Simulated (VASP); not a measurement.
A run of VASP 6.6.1 is set up as follows.

The input INCAR:

```
ALGO = Fast
EDIFF = 1E-6
ENCUT = 520
GGA = PS
ISIF = 2
ISMEAR = 0
LASPH = T
LCHARG = T
LELF = T
LREAL = F
LVHAR = T
LWAVE = F
NBANDS = 13
NELM = 80
PREC = Accurate
SIGMA = 0.1
```

File KPOINTS:

```
k-points
0
Gamma
  9 9 8
```

POSCAR

```
Ru
1.0
    2.5723315739      0.0000000000      0.0000000000
   -1.2861657869      2.2277044899      0.0000000000
    0.0000000000      0.0000000000      2.4035223143
Ru
1
Direct
    0.0000000000      0.0000000000      0.0000000000
```

Potentials or basis: VASP PAW PBE potentials, release 64 (Ru_pv).

The run is started by

```console
$ cat potpaw_PBE.64/Ru_pv/POTCAR > POTCAR
$ mpirun -np 1 vasp_std > vasp.out
```

Task: Predict the pressure.

Result: 15.8 GPa.

Task: Estimate the band gap on the k mesh.

Result: Zero (band 7 reaches 15.13 eV, above the bottom of band 8 at 11.37 eV).

Stress tensor (GPa, compression positive):
```
16.33  0.00  0.00
 0.00 16.33  0.00
 0.00  0.00 14.68
```

Caveat: the PAW data sets were made with another functional, which shifts forces and pressure a little.
